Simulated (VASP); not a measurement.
# Pt (Fm-3m) in VASP: a series of runs

The runs below take Pt through single point, relaxation of cell and atoms, with PBEsol.

All numbers are computed with VASP 6.6.1; they aren't measurements. Logs are shortened: lines on timing, memory, paths and dates and some standing lists are left out, and cuts for length are marked.

## Step 1: The cell of the first run

Symmetry: Fm-3m, No. 225, cubic system. The conventional cell has a = 3.948 Å, b = 3.948 Å, c = 3.948 Å, α = 90.00°, β = 90.00°, γ = 90.00°. Pt (site symmetry m-3m) has 12 Pt at 2.79 Å within 3.7 Å.

## Step 2: Single point, PBEsol (volume scaled by 1.02)

INCAR

```
SYSTEM = Pt
PREC = Accurate
ENCUT = 520
EDIFF = 1E-6
ISMEAR = -1
SIGMA = 0.15
LREAL = .FALSE.
LASPH = .TRUE.
NELM = 60
ALGO = Fast
ISIF = 2
LWAVE = .FALSE.
LCHARG = .FALSE.
GGA = PS
NBANDS = 11
```

KPOINTS

```
Automatic mesh
0
G
  20 20 20
  0 0 0
```

POSCAR

```
Pt
1.0
    0.0000000000      1.9738866690      1.9738866690
    1.9738866690      0.0000000000      1.9738866690
    1.9738866690      1.9738866690      0.0000000000
Pt
1
Direct
    0.0000000000      0.0000000000      0.0000000000
```

Potentials or basis: VASP PAW PBE potentials, release 64 (Pt).

On the command line:

```
> cat potpaw_PBE.64/Pt/POTCAR > POTCAR
> mpirun -np 1 vasp_std > vasp.out
```

OUTCAR:

```text
SYSTEM = Pt
   PREC = Accurate
   ENCUT = 520
   EDIFF = 1E-6
   ISMEAR = -1
   LREAL = .FALSE.
   LASPH = .TRUE.
   NELM = 60
   ISIF = 2
   GGA = PS

 ion  position               nearest neighbor table
   1  0.000  0.000  0.000-

  LATTYP: Found a face centered cubic cell.
 ALAT       =     3.9477733380

  Lattice vectors:

 A1 = (   0.0000000000,   1.9738866690,   1.9738866690)
 A2 = (   1.9738866690,   0.0000000000,   1.9738866690)
 A3 = (   1.9738866690,   1.9738866690,   0.0000000000)

Analysis of symmetry for initial positions (statically):
=====================================================================
 Subroutine PRICEL returns:
 Original cell was already a primitive cell.

 Routine SETGRP: Setting up the symmetry group for a
 face centered cubic supercell.

 Subroutine GETGRP returns: Found 48 space group operations
 (whereof 48 operations were pure point group operations)
 out of a pool of 48 trial point group operations.

The static configuration has the point symmetry O_h .

Analysis of symmetry for dynamics (positions and initial velocities):
=====================================================================
 Subroutine PRICEL returns:
 Original cell was already a primitive cell.

 Routine SETGRP: Setting up the symmetry group for a
 face centered cubic supercell.

 Subroutine GETGRP returns: Found 48 space group operations
 (whereof 48 operations were pure point group operations)
 out of a pool of 48 trial point group operations.

The dynamic configuration has the point symmetry O_h .

 Subroutine INISYM returns: Found 48 space group operations
 (whereof 48 operations are pure point group operations),
 and found     1 'primitive' translations

----------------------------------------------------------------------------------------

                                     Primitive cell

  volume of cell :      15.3814

  direct lattice vectors                    reciprocal lattice vectors
     0.000000000  1.973886669  1.973886669    -0.253307349  0.253307349  0.253307349
     1.973886669  0.000000000  1.973886669     0.253307349 -0.253307349  0.253307349
     1.973886669  1.973886669  0.000000000     0.253307349  0.253307349 -0.253307349

  length of vectors
     2.791497298  2.791497298  2.791497298     0.438741199  0.438741199  0.438741199

  position of ions in fractional coordinates (direct lattice)
     0.000000000  0.000000000  0.000000000

  ion indices of the primitive-cell ions
   primitive index   ion index
                 1           1

----------------------------------------------------------------------------------------

 KPOINTS: Automatic mesh

Automatic generation of k-mesh.
 Grid dimensions read from file:
 generate k-points for:   20   20   20

 Generating k-lattice:

  Cartesian coordinates                     Fractional coordinates (reciprocal lattice)
    -0.012665367  0.012665367  0.012665367     0.050000000  0.000000000  0.000000000
     0.012665367 -0.012665367  0.012665367     0.000000000  0.050000000  0.000000000
     0.012665367  0.012665367 -0.012665367     0.000000000  0.000000000  0.050000000

  Length of vectors
     0.021937060  0.021937060  0.021937060

  Shift w.r.t. Gamma in fractional coordinates (k-lattice)
     0.000000000  0.000000000  0.000000000

 Subroutine IBZKPT returns following result:
 ===========================================

 Found    256 irreducible k-points:

 Following reciprocal coordinates:
            Coordinates               Weight
  0.000000  0.000000  0.000000      1.000000
  0.050000  0.000000  0.000000      8.000000
  0.100000  0.000000  0.000000      8.000000
  0.150000  0.000000  0.000000      8.000000
  0.200000  0.000000  0.000000      8.000000
  0.250000  0.000000  0.000000      8.000000
[... 16 lines left out ...]
 -0.400000  0.050000  0.000000     24.000000
 -0.350000  0.050000  0.000000     24.000000
 [... further k-points ...]
   k-points           NKPTS =    256   k-points in BZ     NKDIM =    256   number of bands    NBANDS=     11
   number of dos      NEDOS =    301   number of ions     NIONS =      1
   total plane-waves  NPLWV =  13824
   dimension x,y,z NGX =    24 NGY =   24 NGZ =   24
   dimension x,y,z NGXF=    48 NGYF=   48 NGZF=   48
   ions per type =               1
   NGX,Y,Z   is equivalent  to a cutoff of  14.29, 14.29, 14.29 a.u.
   NGXF,Y,Z  is equivalent  to a cutoff of  28.59, 28.59, 28.59 a.u.
 SYSTEM =  Pt
   PREC   = accura    normal or accurate (medium, high low for compatibility)
   ISTART =      0    job   : 0-new  1-cont  2-samecut
   ICHARG =      2    charge: 1-file 2-atom 10-const
   ISPIN  =      1    spin polarized calculation?
   LNONCOLLINEAR =      F non collinear calculations
   LSORBIT =      F    spin-orbit coupling
   LASPH  =      T    aspherical Exc in radial PAW
   ENCUT  =  520.0 eV  38.22 Ry    6.18 a.u.   5.19  5.19  5.19*2*pi/ulx,y,z
   NELM   =     60;   NELMIN=  2; NELMDL= -5     # of ELM steps
   EDIFF  = 0.1E-05   stopping-criterion for ELM
   LREAL  =      F    real-space projection
   EDIFFG = 0.1E-04   stopping-criterion for IOM
   NSW    =      0    number of steps for IOM
   IBRION =     -1    ionic relax: 0-MD 1-quasi-New 2-CG
   NFREE  =      0    steps in history (QN), initial steepest desc. (CG)
   ISIF   =      2    stress and relaxation
   ISYM   =      2    0-nonsym 1-usesym 2-fastsym
   POTIM  = 0.5000    time-step for ionic-motion
   TEBEG  =    0.0;   TEEND  =   0.0 temperature during run
   PSTRESS=    0.0 pullay stress
   NELECT =      10.0000    total number of electrons
   NUPDOWN=      -1.0000    fix difference up-down
   EMIN   =  10.00;   EMAX   =-10.00  energy-range for DOS
   EFERMI =   0.00;   METHOD = LEGACY
   ISMEAR =    -1;   SIGMA  =   0.15  broadening in eV -4-tet -1-fermi 0-gaus
   EFERMI_NEDOS =   21; number of points for ismear=-14 and -15
   IALGO  =     68    algorithm
   IMIX   =      4    mixing-type and parameters
     AMIX     =   0.40;   BMIX     =  1.00
     AMIX_MAG =   1.60;   BMIX_MAG =  1.00
  volume/ion in A,a.u.               =      15.38       103.80
  Fermi-wavevector in a.u.,A,eV,Ry     =   1.418217  2.680041 27.365926  2.011339
  Thomas-Fermi vector in A             =   2.539365
   LORBIT       =      0    0 simple, 1 ext, 2 COOP (PROOUT), +10 PAW based schemes
   GGA     = PS    functional components
   LHFCALC =     F    Hartree Fock is set to
   AEXX    =    0.0000 exact exchange contribution
   IVDW    =     0    specifies the selected vdW correction
   LEPSILON=     F    determine dielectric tensor
   LRPA    =     F    only Hartree local field effects (RPA)
 non-spin polarized calculation
 RMM-DIIS sequential band-by-band and
  energy-cutoff  :      520.00
  volume of cell :       15.38
 maximum number of plane-waves:       428
 NGX is ok and might be reduce to    24
   NGX = 11   NGY = 11   NGZ = 11

 number of electron      10.0000001 magnetization

 Free energy of the ion-electron system (eV)
  ---------------------------------------------------
  ext. energy  EPLUGINS =         0.00000000
  ---------------------------------------------------
  free energy    TOTEN  =        -7.01895045 eV

  energy without entropy =       -6.90693069  energy(sigma->0) =       -6.96294057

 E-fermi :  10.7462     XC(G=0): -13.5115

 val. band max:       10.7380038435   @ k =  -0.4500   0.2500   0.0500
 cond. band min:      10.7482802228   @ k =   0.4500   0.1000   0.0000
 fundamental gap:      0.0102763793
 Fermi energy:        10.7462378888

 k-point     1 :       0.0000    0.0000    0.0000
  band No.  band energies     occupation
      1       0.6458      2.00000
      2       7.0382      2.00000
      3       7.0382      2.00000
      4       7.0382      2.00000
      5       9.1449      1.99995
      6       9.1449      1.99995
      7      25.3988      0.00000
      8      30.2411      0.00000
      9      30.2411      0.00000
     10      30.2411      0.00000
     11      35.4673      0.00000

 k-point     2 :       0.0500    0.0000    0.0000
  band No.  band energies     occupation
      1       0.7449      2.00000
      2       6.9938      2.00000
      3       7.0778      2.00000
      4       7.0778      2.00000
      5       9.1225      1.99996
      6       9.1225      1.99996
      7      25.5522      0.00000
      8      29.6832      0.00000
      9      30.3914      0.00000
     10      30.3914      0.00000
     11      36.0767      0.00000

 k-point     3 :       0.1000    0.0000    0.0000
  band No.  band energies     occupation
      1       1.0352      2.00000
      2       6.8757      2.00000
      3       7.1846      2.00000
      4       7.1846      2.00000
      5       9.0707      1.99997
      6       9.0707      1.99997
      7      25.9775      0.00000
      8      28.4657      0.00000
      9      30.8305      0.00000
     10      30.8305      0.00000
     11      36.9811      0.00000

 k-point     4 :       0.1500    0.0000    0.0000
  band No.  band energies     occupation
      1       1.4933      2.00000
      2       6.7289      2.00000
      3       7.3186      2.00000
      4       7.3186      2.00000
      5       9.0376      1.99998
      6       9.0376      1.99998
      7      26.5431      0.00000
      8      27.0528      0.00000
      9      31.5213      0.00000
     10      31.5213      0.00000
     11      35.8781      0.00000

 k-point     5 :       0.2000    0.0000    0.0000
  band No.  band energies     occupation
      1       2.0692      2.00000
      2       6.6282      2.00000
      3       7.4108      2.00000
      4       7.4108      2.00000
      5       9.1003      1.99997
      6       9.1003      1.99997
      7      25.5029      0.00000
      8      27.0452      0.00000
      9      32.3810      0.00000
     10      32.3810      0.00000
     11      34.4810      0.00000
[... 211 lines left out ...]
 k-point    21 :       0.5000    0.0500    0.0000
  band No.  band energies     occupation
      1       3.6367      2.00000
      2       6.9175      2.00000
      3       7.0519      2.00000
      4       9.5376      1.99937
      5      10.7683      0.92675
      6      11.4535      0.01776
      7      16.4199      0.00000
      8      25.0941      0.00000
      9      29.3359      0.00000
     10      29.3866      0.00000
     11      38.5978      0.00000

 k-point    22 :      -0.4500    0.0500    0.0000
  band No.  band energies     occupation
      1       3.6372      2.00000
      2       6.9356      2.00000
      3       7.0516      2.00000
      4       9.4667      1.99961
      5      10.6462      1.32152
      6      11.4128      0.02323
      7      16.6431      0.00000
      8      25.1293      0.00000
      9      29.1715      0.00000
     10      29.7086      0.00000
     11      38.3145      0.00000

 k-point    23 :      -0.4000    0.0500    0.0000
  band No.  band energies     occupation
      1       3.6275      2.00000
      2       7.0059      2.00000
      3       7.1037      2.00000
      4       8.8188      1.99999
      5      10.3611      1.85753
      6      11.0254      0.26918
      7      17.9103      0.00000
      8      25.3754      0.00000
      9      29.4323      0.00000
     10      30.4714      0.00000
     11      37.2852      0.00000

 k-point    24 :      -0.3500    0.0500    0.0000
  band No.  band energies     occupation
      1       3.5625      2.00000
      2       7.1150      2.00000
      3       7.2011      2.00000
      4       7.9152      2.00000
      5       9.9663      1.98902
      6      10.5988      1.45550
      7      19.6421      0.00000
      8      25.8228      0.00000
      9      30.0467      0.00000
     10      31.6259      0.00000
     11      35.8673      0.00000

 [... further k-points ...]
[... 5 lines left out ...]
  --------------------------------------------------------------------------------------
  -------------------------------------------------------------------------------------
  Total       -0.5522368     -0.5522368     -0.5522368     -0.0000000      0.0000000      0.0000000
  in kB      -57.5227001    -57.5227001    -57.5227001     -0.0000000      0.0000000      0.0000000
  external PRESSURE =     -57.5227001 kB  Pullay stress =       0.0000000 kB

 VOLUME and BASIS-vectors are now :
 -----------------------------------------------------------------------------
  energy-cutoff  :      520.00
  volume of cell :       15.38
      direct lattice vectors                 reciprocal lattice vectors
     0.000000000  1.973886669  1.973886669    -0.253307349  0.253307349  0.253307349
     1.973886669  0.000000000  1.973886669     0.253307349 -0.253307349  0.253307349
     1.973886669  1.973886669  0.000000000     0.253307349  0.253307349 -0.253307349

 POSITION                                       TOTAL-FORCE (eV/Angst)
 -----------------------------------------------------------------------------------
      0.00000      0.00000      0.00000         0.000000      0.000000      0.000000
 -----------------------------------------------------------------------------------
    total drift:                               -0.000000      0.000000     -0.000000

  FREE ENERGIE OF THE ION-ELECTRON SYSTEM (eV)
  ---------------------------------------------------
  free  energy   TOTEN  =        -7.0189504534 eV

  energy  without entropy=       -6.9069306947  energy(sigma->0) =       -6.96294057
```

Wall time 14 s (1 thread of Intel Xeon 6975P-C (Granite Rapids), shared host); peak memory 0.17 GiB.

Results:

| Quantity | Value |
| --- | --- |
| Free energy | -7.0190 eV |
| Pressure | -5.8 GPa |
| Band gap on the k mesh | zero (band 5 reaches 11.20 eV, above the bottom of band 6 at 9.04 eV) |

Levels at points of the mesh, in eV from the Fermi level:
```csv
k point,band 3,band 4,band 5,band 6,band 7,band 8
"(0.00, 0.00, 0.00)",-3.71,-3.71,-1.60,-1.60,14.65,19.49
"(0.50, 0.00, 0.00)",-3.76,-0.49,0.02,0.02,5.63,14.20
"(0.50, 0.50, 0.00)",-0.01,0.45,0.45,1.72,8.59,11.25
```

Caveat: the cell differs from its parent crystal (volume scaled by 1.02); the PAW data sets were made with another functional, which shifts forces and pressure a little; spin-orbit coupling is left out, which moves the levels of the heavy elements.

## Step 3: Relaxation of cell and atoms, PBEsol

This run uses another cell than the first one, of 15.04 Å³/atom, 0.978 times its volume.

INCAR

```
  PREC = Accurate
  ENCUT = 600
  EDIFF = 1E-6
  ISMEAR = -1
  SIGMA = 0.15
  LREAL = False
  LASPH = True
  NELM = 100
  ALGO = Fast
  ISIF = 3
  LWAVE = False
  LCHARG = False
  GGA = PS
  IBRION = 2
  NSW = 80
  EDIFFG = -0.001
```

KPOINTS

```
Automatic mesh
0
Gamma
  20 20 20
```

POSCAR

```
Pt
1.0
    0.0000000000      1.9590303451      1.9590303451
    1.9590303451      0.0000000000      1.9590303451
    1.9590303451      1.9590303451      0.0000000000
Pt
1
Direct
    0.0000000000      0.0000000000      0.0000000000
```

Potentials or basis: VASP PAW PBE potentials, release 64 (Pt).

On the command line:

```
> cat potpaw_PBE.64/Pt/POTCAR > POTCAR
> mpirun -np 1 vasp_std > vasp.out
```

Wall time 23 s (1 thread of Intel Xeon 6975P-C (Granite Rapids), shared host); peak memory 0.18 GiB.

Results (log left out):

```yaml
Free_energy: -7.0246 eV
Relaxed_volume: 15.06 Å³/atom
Relaxed_cell: a = 2.772 Å, b = 2.772 Å, c = 2.772 Å, α = 60.00°, β = 60.00°, γ = 60.00°
Space_group_after_relaxing_to_0.05_Å: Fm-3m (No. 225)
Energy_gained_by_relaxing: 0.0 meV/atom
Ionic_steps: 3
Pressure_after_relaxing: 0.0 GPa
Band_gap_on_the_k_mesh: zero (band 5 reaches 11.62 eV, above the bottom of band 6 at 9.38 eV)
```

Final structure:
```
CELL_PARAMETERS angstrom
0.00000 1.96014 1.96014
1.96014 0.00000 1.96014
1.96014 1.96014 0.00000
ATOMIC_POSITIONS crystal
Pt 0.00000 0.00000 0.00000
```

Levels at points of the mesh, in eV from the Fermi level:
```tsv
k point	band 1	band 2	band 3	band 4	band 5	band 6	band 7	band 8	band 9
(0.00, 0.00, 0.00)	-10.34	-3.84	-3.84	-3.84	-1.66	-1.66	14.60	19.56	19.56
(0.50, 0.00, 0.00)	-7.41	-3.90	-3.90	-0.58	0.02	0.02	5.79	14.15	18.92
(0.50, 0.50, 0.00)	-7.15	-6.68	-0.01	0.47	0.47	1.68	8.82	11.31	11.31
```

Caveat: the PAW data sets were made with another functional, which shifts forces and pressure a little; spin-orbit coupling is left out, which moves the levels of the heavy elements.

## Step 4: Relaxation of cell and atoms, PBEsol, target pressure 3 GPa, at which the enthalpy is minimised

This run uses another cell than the first one, of 15.08 Å³/atom, 0.980 times its volume.

INCAR

```
ALGO = Normal ; EDIFF = 1E-6
EDIFFG = -0.001 ; ENCUT = 600
GGA = PS ; IBRION = 2
ISIF = 3 ; ISMEAR = -1
LASPH = True ; LCHARG = False
LREAL = False ; LWAVE = False
NELM = 100 ; NSW = 80
PREC = Accurate ; PSTRESS = 30.0
SIGMA = 0.15
```

KPOINTS

```
k-points
0
Gamma
  20 20 20
```

POSCAR

```
Pt
1.0
    0.0000000000      1.9609001965      1.9609001965
    1.9609001965      0.0000000000      1.9609001965
    1.9609001965      1.9609001965      0.0000000000
Pt
1
Direct
    0.0000000000      0.0000000000      0.0000000000
```

On the command line:

```
> cat potpaw_PBE.64/Pt/POTCAR > POTCAR
> mpirun -np 1 vasp_std > vasp.out
```

It took 33 s on 1 thread of Intel Xeon 6975P-C (Granite Rapids), shared host; peak memory 0.19 GiB.

Results (log left out):

```yaml
Free_energy: -7.0232 eV
Relaxed_volume: 14.91 Å³/atom
Relaxed_cell: a = 2.763 Å, b = 2.763 Å, c = 2.763 Å, α = 60.00°, β = 60.00°, γ = 60.00°
Space_group_after_relaxing_to_0.05_Å: Fm-3m (No. 225)
Energy_change_on_relaxing_the_enthalpy_is_what_falls: +1.4 meV/atom
Ionic_steps: 6
Pressure_after_relaxing: 3.0 GPa
Band_gap_on_the_k_mesh: zero (band 5 reaches 11.83 eV, above the bottom of band 6 at 9.55 eV)
```

Step by step:
```
step  energy change (eV)  largest force (eV/Å)  pressure (GPa)  volume (Å³)
   1              0.0000                0.0000           -0.33        15.08
   2              0.0280                0.0000           14.35        14.41
   3              0.0014                0.0000            2.96        14.91
   4              0.0014                0.0000            3.03        14.91
   5              0.0013                0.0000            2.93        14.91
   6              0.0014                0.0000            3.00        14.91
```

Final structure:
```yaml
crystal:
  lattice:
    - [0.00000, 1.95348, 1.95348]
    - [1.95348, 0.00000, 1.95348]
    - [1.95348, 1.95348, 0.00000]
  atoms:
    - { symbol: Pt, position: [0.00000, 0.00000, 0.00000] }
```

Levels at points of the mesh, in eV from the Fermi level:
```tsv
k point	band 2	band 3	band 4	band 5	band 6	band 7	band 8	band 9
(0.00, 0.00, 0.00)	-3.90	-3.90	-3.90	-1.68	-1.68	14.57	19.59	19.59
(0.50, 0.00, 0.00)	-3.96	-3.96	-0.62	0.02	0.02	5.87	14.12	18.99
(0.50, 0.50, 0.00)	-6.79	0.00	0.48	0.48	1.66	8.93	11.34	11.34
```

Caveat: the cell is relaxed towards a set pressure, so the enthalpy falls and the energy may rise; the PAW data sets were made with another functional, which shifts forces and pressure a little; spin-orbit coupling is left out, which moves the levels of the heavy elements.

## Step 5: Overview

```tsv
task	cell	cutoff (eV)	gap on the mesh (eV)	pressure (GPa)
single point	a = 2.791 Å, angles 60.0°, 1 atom	520	none	-5.8
relaxation of cell and atoms	relaxed from a = 2.770 Å, angles 60.0°, 1 atom	600	none	0.0
relaxation of cell and atoms	relaxed to 3 GPa from a = 2.773 Å, angles 60.0°, 1 atom	600	none	3.0
```

Alike in all rows: level PBEsol; potentials or basis VASP PAW PBE potentials, release 64 (Pt); no spin polarisation; k mesh 20 × 20 × 20; smearing fermi-dirac 0.15 eV.

Caveats: the PAW data sets were made with another functional, which shifts forces and pressure a little; spin-orbit coupling is left out, which moves the levels of the heavy elements; the cell is relaxed towards a set pressure, so the enthalpy falls and the energy may rise (some runs).

Total energies depend on the potentials used, so only differences within one code and one set of settings carry meaning.
